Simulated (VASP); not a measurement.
# InAs (F-43m) in VASP: further runs

Runs on InAs. Level: PBE. Tasks: single point.

All numbers are computed with VASP 6.6.1; they aren't measurements. Logs are shortened: lines on timing, memory, paths and dates and some standing lists are left out, and cuts for length are marked.

**1. The cell of the first run**

It takes space group F-43m (No. 216, cubic). Conventional cell: a = 5.976 Å, b = 5.976 Å, c = 5.976 Å, α = 90.00°, β = 90.00°, γ = 90.00°. Within 3.4 Å of In (site symmetry -43m) lie 4 As at 2.59 Å. Within 3.4 Å of As (site symmetry -43m) lie 4 In at 2.59 Å.

**2. Single point, PBE (26.68 Å³/atom)**

INCAR

```
PREC = Accurate ; ENCUT = 520
EDIFF = 1E-6 ; ISMEAR = -1
SIGMA = 0.05 ; LREAL = False
LASPH = True ; NELM = 100
ALGO = Normal ; ISIF = 2
LWAVE = False ; LCHARG = False
GGA = PE ; NBANDS = 16
```

KPOINTS

```
Automatic mesh
0
Gamma
  13 13 13
```

POSCAR

```
InAs
1.0
    0.0000000000      2.9880625493      2.9880625493
    2.9880625493      0.0000000000      2.9880625493
    2.9880625493      2.9880625493      0.0000000000
In As
1 1
Direct
    0.0000000000      0.0000000000      0.0000000000
    0.2500000000      0.2500000000      0.2500000000
```

Potentials or basis: VASP PAW PBE potentials, release 64 (In_d, As).

On the command line:

```
cat potpaw_PBE.64/In_d/POTCAR potpaw_PBE.64/As/POTCAR > POTCAR
mpirun -np 1 vasp_std > vasp.out
```

OUTCAR:

```text
PREC = Accurate
   ENCUT = 520
   EDIFF = 1E-6
   ISMEAR = -1
   LREAL = False
   LASPH = True
   NELM = 100
   ISIF = 2
   GGA = PE

 ion  position               nearest neighbor table
   1  0.000  0.000  0.000-   2 2.59   2 2.59   2 2.59   2 2.59
   2  0.250  0.250  0.250-   1 2.59   1 2.59   1 2.59   1 2.59

  LATTYP: Found a face centered cubic cell.
 ALAT       =     5.9761250986

  Lattice vectors:

 A1 = (   0.0000000000,   2.9880625493,   2.9880625493)
 A2 = (   2.9880625493,   0.0000000000,   2.9880625493)
 A3 = (   2.9880625493,   2.9880625493,   0.0000000000)

Analysis of symmetry for initial positions (statically):
=====================================================================
 Subroutine PRICEL returns:
 Original cell was already a primitive cell.

 Routine SETGRP: Setting up the symmetry group for a
 face centered cubic supercell.

 Subroutine GETGRP returns: Found 24 space group operations
 (whereof 24 operations were pure point group operations)
 out of a pool of 48 trial point group operations.

The static configuration has the point symmetry T_d .

Analysis of symmetry for dynamics (positions and initial velocities):
=====================================================================
 Subroutine PRICEL returns:
 Original cell was already a primitive cell.

 Routine SETGRP: Setting up the symmetry group for a
 face centered cubic supercell.

 Subroutine GETGRP returns: Found 24 space group operations
 (whereof 24 operations were pure point group operations)
 out of a pool of 48 trial point group operations.

The dynamic configuration has the point symmetry T_d .

 Subroutine INISYM returns: Found 24 space group operations
 (whereof 24 operations are pure point group operations),
 and found     1 'primitive' translations

----------------------------------------------------------------------------------------

                                     Primitive cell

  volume of cell :      53.3579

  direct lattice vectors                    reciprocal lattice vectors
     0.000000000  2.988062549  2.988062549    -0.167332508  0.167332508  0.167332508
     2.988062549  0.000000000  2.988062549     0.167332508 -0.167332508  0.167332508
     2.988062549  2.988062549  0.000000000     0.167332508  0.167332508 -0.167332508

  length of vectors
     4.225758582  4.225758582  4.225758582     0.289828405  0.289828405  0.289828405

  position of ions in fractional coordinates (direct lattice)
     0.000000000  0.000000000  0.000000000
     0.250000000  0.250000000  0.250000000

  ion indices of the primitive-cell ions
   primitive index   ion index
                 1           1
                 2           2

----------------------------------------------------------------------------------------

 KPOINTS: Automatic mesh

Automatic generation of k-mesh.
 Grid dimensions read from file:
 generate k-points for:   13   13   13

 Generating k-lattice:

  Cartesian coordinates                     Fractional coordinates (reciprocal lattice)
    -0.012871731  0.012871731  0.012871731     0.076923077  0.000000000  0.000000000
     0.012871731 -0.012871731  0.012871731     0.000000000  0.076923077  0.000000000
     0.012871731  0.012871731 -0.012871731     0.000000000  0.000000000  0.076923077

  Length of vectors
     0.022294493  0.022294493  0.022294493

  Shift w.r.t. Gamma in fractional coordinates (k-lattice)
     0.000000000  0.000000000  0.000000000

 Subroutine IBZKPT returns following result:
 ===========================================

 Found     84 irreducible k-points:

 Following reciprocal coordinates:
            Coordinates               Weight
  0.000000  0.000000  0.000000      1.000000
  0.076923  0.000000  0.000000      8.000000
  0.153846  0.000000  0.000000      8.000000
  0.230769  0.000000  0.000000      8.000000
  0.307692  0.000000  0.000000      8.000000
  0.384615  0.000000  0.000000      8.000000
[... 16 lines left out ...]
  0.384615  0.153846  0.000000     24.000000
  0.461538  0.153846  0.000000     24.000000
 [... further k-points ...]
   k-points           NKPTS =     84   k-points in BZ     NKDIM =     84   number of bands    NBANDS=     16
   number of dos      NEDOS =    301   number of ions     NIONS =      2
   total plane-waves  NPLWV =  32768
   dimension x,y,z NGX =    32 NGY =   32 NGZ =   32
   dimension x,y,z NGXF=    64 NGYF=   64 NGZF=   64
   ions per type =               1   1
   NGX,Y,Z   is equivalent  to a cutoff of  12.59, 12.59, 12.59 a.u.
   NGXF,Y,Z  is equivalent  to a cutoff of  25.18, 25.18, 25.18 a.u.
 SYSTEM =  unknown system
   PREC   = accura    normal or accurate (medium, high low for compatibility)
   ISTART =      0    job   : 0-new  1-cont  2-samecut
   ICHARG =      2    charge: 1-file 2-atom 10-const
   ISPIN  =      1    spin polarized calculation?
   LNONCOLLINEAR =      F non collinear calculations
   LSORBIT =      F    spin-orbit coupling
   LASPH  =      T    aspherical Exc in radial PAW
   ENCUT  =  520.0 eV  38.22 Ry    6.18 a.u.   7.86  7.86  7.86*2*pi/ulx,y,z
   NELM   =    100;   NELMIN=  2; NELMDL= -5     # of ELM steps
   EDIFF  = 0.1E-05   stopping-criterion for ELM
   LREAL  =      F    real-space projection
[... 7 lines left out ...]
   TEBEG  =    0.0;   TEEND  =   0.0 temperature during run
   PSTRESS=    0.0 pullay stress
   NELECT =      18.0000    total number of electrons
   NUPDOWN=      -1.0000    fix difference up-down
   EMIN   =  10.00;   EMAX   =-10.00  energy-range for DOS
   EFERMI =   0.00;   METHOD = LEGACY
   ISMEAR =    -1;   SIGMA  =   0.05  broadening in eV -4-tet -1-fermi 0-gaus
   EFERMI_NEDOS =   21; number of points for ismear=-14 and -15
   IALGO  =     38    algorithm
   IMIX   =      4    mixing-type and parameters
     AMIX     =   0.40;   BMIX     =  1.00
     AMIX_MAG =   1.60;   BMIX_MAG =  1.00
  volume/ion in A,a.u.               =      26.68       180.04
  Fermi-wavevector in a.u.,A,eV,Ry     =   1.139636  2.153599 17.670827  1.298769
  Thomas-Fermi vector in A             =   2.276339
   LORBIT       =      0    0 simple, 1 ext, 2 COOP (PROOUT), +10 PAW based schemes
   GGA     = PE    functional components
   LHFCALC =     F    Hartree Fock is set to
   AEXX    =    0.0000 exact exchange contribution
   IVDW    =     0    specifies the selected vdW correction
   LEPSILON=     F    determine dielectric tensor
   LRPA    =     F    only Hartree local field effects (RPA)
 non-spin polarized calculation
  energy-cutoff  :      520.00
  volume of cell :       53.36
 maximum number of plane-waves:      1459
   NGX = 15   NGY = 15   NGZ = 15

 number of electron      18.0000002 magnetization

 Free energy of the ion-electron system (eV)
  ---------------------------------------------------
  ext. energy  EPLUGINS =         0.00000000
  ---------------------------------------------------
  free energy    TOTEN  =        -7.61036910 eV

  energy without entropy =       -7.61017052  energy(sigma->0) =       -7.61026981

 E-fermi :   4.9805     XC(G=0):  -9.2499

 val. band max:        4.8731870076   @ k =   0.0000   0.0000   0.0000
 cond. band min:       5.7513039084   @ k =   0.0769   0.0000   0.0000
 fundamental gap:      0.8781169008
 Fermi energy:         4.9805045484

 k-point     1 :       0.0000    0.0000    0.0000
  band No.  band energies     occupation
      1      -9.5957      2.00000
      2      -9.5957      2.00000
      3      -9.5957      2.00000
      4      -9.4543      2.00000
      5      -9.4543      2.00000
      6      -7.2238      2.00000
[... 8 lines left out ...]
     15      14.6465      0.00000
     16      14.6465      0.00000

 k-point     2 :       0.0769    0.0000    0.0000
  band No.  band energies     occupation
      1      -9.6051      2.00000
      2      -9.5930      2.00000
      3      -9.5930      2.00000
      4      -9.4544      2.00000
      5      -9.4544      2.00000
      6      -7.1577      2.00000
[... 8 lines left out ...]
     15      14.0913      0.00000
     16      14.0913      0.00000

 k-point     3 :       0.1538    0.0000    0.0000
  band No.  band energies     occupation
      1      -9.6301      2.00000
      2      -9.5860      2.00000
      3      -9.5860      2.00000
      4      -9.4544      2.00000
      5      -9.4544      2.00000
      6      -6.9654      2.00000
[... 8 lines left out ...]
     15      13.5687      0.00000
     16      13.5687      0.00000

 k-point     4 :       0.2308    0.0000    0.0000
  band No.  band energies     occupation
      1      -9.6632      2.00000
      2      -9.5770      2.00000
      3      -9.5770      2.00000
      4      -9.4534      2.00000
      5      -9.4534      2.00000
      6      -6.6665      2.00000
[... 8 lines left out ...]
     15      13.4405      0.00000
     16      13.4405      0.00000

 k-point     5 :       0.3077    0.0000    0.0000
  band No.  band energies     occupation
      1      -9.6961      2.00000
      2      -9.5687      2.00000
      3      -9.5687      2.00000
      4      -9.4511      2.00000
      5      -9.4511      2.00000
      6      -6.2974      2.00000
[... 8 lines left out ...]
     15      13.8038      0.00000
     16      13.8038      0.00000

 k-point     6 :       0.3846    0.0000    0.0000
  band No.  band energies     occupation
      1      -9.7220      2.00000
      2      -9.5631      2.00000
      3      -9.5631      2.00000
      4      -9.4478      2.00000
      5      -9.4478      2.00000
      6      -5.9270      2.00000
[... 8 lines left out ...]
     15      14.5848      0.00000
     16      14.5848      0.00000
[... 267 lines left out ...]
 k-point    21 :       0.2308    0.1538    0.0000
  band No.  band energies     occupation
      1      -9.6758      2.00000
      2      -9.5680      2.00000
      3      -9.5666      2.00000
      4      -9.4657      2.00000
      5      -9.4462      2.00000
      6      -6.6600      2.00000
[... 8 lines left out ...]
     15      14.7903      0.00000
     16      14.9244      0.00000

 k-point    22 :       0.3077    0.1538    0.0000
  band No.  band energies     occupation
      1      -9.7025      2.00000
      2      -9.5612      2.00000
      3      -9.5572      2.00000
      4      -9.4669      2.00000
      5      -9.4438      2.00000
      6      -6.3462      2.00000
[... 8 lines left out ...]
     15      14.8814      0.00000
     16      14.9063      0.00000

 k-point    23 :       0.3846    0.1538    0.0000
  band No.  band energies     occupation
      1      -9.7257      2.00000
      2      -9.5566      2.00000
      3      -9.5504      2.00000
      4      -9.4649      2.00000
      5      -9.4420      2.00000
      6      -5.9841      2.00000
[... 8 lines left out ...]
     15      14.8328      0.00000
     16      15.4113      0.00000

 k-point    24 :       0.4615    0.1538    0.0000
  band No.  band energies     occupation
      1      -9.7416      2.00000
      2      -9.5542      2.00000
      3      -9.5470      2.00000
      4      -9.4602      2.00000
      5      -9.4420      2.00000
      6      -5.6562      2.00000
[... 8 lines left out ...]
     15      15.3073      0.00000
     16      16.0169      0.00000

 [... further k-points ...]
[... 5 lines left out ...]
  --------------------------------------------------------------------------------------
  -------------------------------------------------------------------------------------
  Total        2.1702156      2.1702156      2.1702156      0.0000000      0.0000000     -0.0000000
  in kB       65.1650013     65.1650013     65.1650013      0.0000000      0.0000000     -0.0000000
  external PRESSURE =      65.1650013 kB  Pullay stress =       0.0000000 kB

 VOLUME and BASIS-vectors are now :
 -----------------------------------------------------------------------------
  energy-cutoff  :      520.00
  volume of cell :       53.36
      direct lattice vectors                 reciprocal lattice vectors
     0.000000000  2.988062549  2.988062549    -0.167332508  0.167332508  0.167332508
     2.988062549  0.000000000  2.988062549     0.167332508 -0.167332508  0.167332508
     2.988062549  2.988062549  0.000000000     0.167332508  0.167332508 -0.167332508

 POSITION                                       TOTAL-FORCE (eV/Angst)
 -----------------------------------------------------------------------------------
      0.00000      0.00000      0.00000        -0.000000      0.000000      0.000000
      1.49403      1.49403      1.49403         0.000000     -0.000000     -0.000000
 -----------------------------------------------------------------------------------
    total drift:                               -0.000000     -0.000000     -0.000000

  FREE ENERGIE OF THE ION-ELECTRON SYSTEM (eV)
  ---------------------------------------------------
  free  energy   TOTEN  =        -7.6103691031 eV

  energy  without entropy=       -7.6101705237  energy(sigma->0) =       -7.61026981
```

It took 85 s on 1 thread of Intel Xeon 8259CL, shared host; peak memory 0.22 GiB.

What came out:

* Free energy: -7.6104 eV
* Pressure: 6.5 GPa
* Band gap on the k mesh: zero (filled and empty bands touch)

Caveat: the cell stands under pressure; semilocal functionals underestimate gaps, so a narrow gap can read as zero; spin-orbit coupling is left out, which moves the levels of the heavy elements.

**3. Single point, PBE (27.23 Å³/atom)**

This run uses another cell than the first one, of 27.23 Å³/atom.

INCAR

```
SYSTEM = InAs
  ALGO = Normal
  EDIFF = 1E-6
  ENCUT = 520
  GGA = PE
  ISIF = 2
  ISMEAR = -1
  LASPH = .TRUE.
  LCHARG = .FALSE.
  LREAL = .FALSE.
  LWAVE = .FALSE.
  NBANDS = 16
  NELM = 60
  PREC = Accurate
  SIGMA = 0.05
```

KPOINTS

```
k-points
0
G
  13 13 13
  0 0 0
```

POSCAR

```
InAs
1.0
    0.0000000000      3.0086705284      3.0086705284
    3.0086705284      0.0000000000      3.0086705284
    3.0086705284      3.0086705284      0.0000000000
In As
1 1
Direct
    0.0000000000      0.0000000000      0.0000000000
    0.2500000000      0.2500000000      0.2500000000
```

Potentials or basis: VASP PAW PBE potentials, release 64 (In_d, As).

On the command line:

```
cat potpaw_PBE.64/In_d/POTCAR potpaw_PBE.64/As/POTCAR > POTCAR
mpirun -np 1 vasp_std > vasp.out
```

OUTCAR:

```text
SYSTEM = InAs
   EDIFF = 1E-6
   ENCUT = 520
   GGA = PE
   ISIF = 2
   ISMEAR = -1
   LASPH = .TRUE.
   LREAL = .FALSE.
   NELM = 60
   PREC = Accurate

 ion  position               nearest neighbor table
   1  0.000  0.000  0.000-   2 2.61   2 2.61   2 2.61   2 2.61
   2  0.250  0.250  0.250-   1 2.61   1 2.61   1 2.61   1 2.61

  LATTYP: Found a face centered cubic cell.
 ALAT       =     6.0173410568

  Lattice vectors:

 A1 = (   0.0000000000,   3.0086705284,   3.0086705284)
 A2 = (   3.0086705284,   0.0000000000,   3.0086705284)
 A3 = (   3.0086705284,   3.0086705284,   0.0000000000)

Analysis of symmetry for initial positions (statically):
=====================================================================
 Subroutine PRICEL returns:
 Original cell was already a primitive cell.

 Routine SETGRP: Setting up the symmetry group for a
 face centered cubic supercell.

 Subroutine GETGRP returns: Found 24 space group operations
 (whereof 24 operations were pure point group operations)
 out of a pool of 48 trial point group operations.

The static configuration has the point symmetry T_d .

Analysis of symmetry for dynamics (positions and initial velocities):
[... 153 lines left out ...]
  ---------------------------------------------------
  free energy    TOTEN  =        -7.65042355 eV

  energy without entropy =       -7.65022213  energy(sigma->0) =       -7.65032284

 E-fermi :   4.7632     XC(G=0):  -9.1586

 val. band max:        4.6575691468   @ k =   0.0000   0.0000   0.0000
 cond. band min:       5.4687826722   @ k =   0.0769   0.0000   0.0000
 fundamental gap:      0.8112135254
 Fermi energy:         4.7631504259

 k-point     1 :       0.0000    0.0000    0.0000
  band No.  band energies     occupation
      1      -9.7645      2.00000
      2      -9.7645      2.00000
      3      -9.7645      2.00000
      4      -9.6323      2.00000
      5      -9.6323      2.00000
      6      -7.3004      2.00000
[... 433 lines left out ...]
      3      -9.7192      2.00000
      4      -9.6377      2.00000
      5      -9.6208      2.00000
      6      -5.7965      2.00000
[... 8 lines left out ...]
     15      14.9975      0.00000
     16      15.7238      0.00000

 [... further k-points ...]
[... 5 lines left out ...]
  --------------------------------------------------------------------------------------
  -------------------------------------------------------------------------------------
  Total        1.6941695      1.6941695      1.6941695      0.0000000     -0.0000000     -0.0000000
  in kB       49.8325997     49.8325997     49.8325997      0.0000000     -0.0000000     -0.0000000
  external PRESSURE =      49.8325997 kB  Pullay stress =       0.0000000 kB

 VOLUME and BASIS-vectors are now :
 -----------------------------------------------------------------------------
  energy-cutoff  :      520.00
  volume of cell :       54.47
      direct lattice vectors                 reciprocal lattice vectors
     0.000000000  3.008670528  3.008670528    -0.166186359  0.166186359  0.166186359
     3.008670528  0.000000000  3.008670528     0.166186359 -0.166186359  0.166186359
     3.008670528  3.008670528  0.000000000     0.166186359  0.166186359 -0.166186359

 POSITION                                       TOTAL-FORCE (eV/Angst)
 -----------------------------------------------------------------------------------
      0.00000      0.00000      0.00000         0.000000      0.000000      0.000000
      1.50434      1.50434      1.50434        -0.000000     -0.000000     -0.000000
 -----------------------------------------------------------------------------------
    total drift:                               -0.000000     -0.000000     -0.000000

  FREE ENERGIE OF THE ION-ELECTRON SYSTEM (eV)
  ---------------------------------------------------
  free  energy   TOTEN  =        -7.6504235482 eV

  energy  without entropy=       -7.6502221287  energy(sigma->0) =       -7.65032284
```

OSZICAR:

```text
N       E                     dE             d eps       ncg     rms          rms(c)
DAV:   1     0.113546889613E+03    0.11355E+03   -0.83652E+03  2696   0.122E+03
DAV:   2    -0.307907615880E+00   -0.11385E+03   -0.10892E+03  2960   0.297E+02
DAV:   3    -0.773880942570E+01   -0.74309E+01   -0.73987E+01  3520   0.745E+01
DAV:   4    -0.792267970782E+01   -0.18387E+00   -0.18384E+00  3248   0.130E+01
DAV:   5    -0.793126237022E+01   -0.85827E-02   -0.85825E-02  4080   0.240E+00    0.467E+00
DAV:   6    -0.767523534595E+01    0.25603E+00   -0.37393E-01  4240   0.105E+01    0.260E+00
DAV:   7    -0.764861121564E+01    0.26624E-01   -0.11980E-01  3792   0.314E+00    0.732E-01
DAV:   8    -0.764961904295E+01   -0.10078E-02   -0.14238E-02  3448   0.136E+00    0.210E-01
DAV:   9    -0.765019756954E+01   -0.57853E-03   -0.98465E-04  3384   0.262E-01    0.123E-01
DAV:  10    -0.765037538720E+01   -0.17782E-03   -0.22101E-04  3464   0.220E-01    0.659E-02
DAV:  11    -0.765042362404E+01   -0.48237E-04   -0.11117E-04  3248   0.127E-01    0.390E-02
DAV:  12    -0.765042354824E+01    0.75808E-07   -0.68517E-06  3368   0.332E-02
   1 F= -.76504235E+01 E0= -.76503228E+01  d E =-.201420E-03
```

Wall time 81 s (1 thread of Intel Xeon 8259CL, shared host); peak memory 0.22 GiB.

Results:

```
Free energy            : -7.6504 eV
Pressure               : 5.0 GPa
Band gap on the k mesh : zero (filled and empty bands touch)
```

Levels at points of the mesh, in eV from the Fermi level:
```tsv
k point	band 5	band 6	band 7	band 8	band 9	band 10	band 11	band 12	band 13	band 14
(0.00, 0.00, 0.00)	-14.40	-12.06	-0.22	-0.11	-0.11	-0.11	3.81	3.81	3.81	7.46
```

Caveat: the cell stands under pressure; semilocal functionals underestimate gaps, so a narrow gap can read as zero; spin-orbit coupling is left out, which moves the levels of the heavy elements.
